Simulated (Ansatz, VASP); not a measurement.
PbS: VASP beside Ansatz

```xyz
2
Lattice="0.0000 2.9502 2.9650 2.9650 0.0000 2.9650 2.9650 2.9502 0.0000" Properties=species:S:1:pos:R:3 pbc="T T T"
Pb    0.0000    0.0000    0.0000
S     2.9650    2.9502    2.9650
```

Change from the starting cell: strain -0.0050 x Voigt [0, 1, 0, 0, 0, 0], atoms carried along.

Alike in both runs: task single point; functional PBE; dispersion D3(BJ); k mesh 10 × 10 × 10; occupations gaussian, width 0.03 eV; no spin polarisation.

```csv
,VASP,Ansatz
version,VASP 6.6.1,Ansatz 0.2.0
potentials or method,"VASP PAW PBE potentials, release 64 (Pb_d, S), cutoff 520 eV","scalar-relativistic, plane waves, PAW"
valence electrons in the cell,20,20
```

|  | VASP | Ansatz | Ansatz less VASP |
| --- | --- | --- | --- |
| gap on the k mesh at the Fermi level (eV) | 0.34 | 0.33 | -0.007 |
| least direct gap on the mesh (eV) | 0.34 | 0.33 | -0.007 |
| pressure (GPa) | 0.3 | 0.4 | +0.08 |
| traceless stress, the component that is largest in VASP (GPa) | 0.45 | 0.45 | 0.000 |

Neither program's run includes spin-orbit coupling.
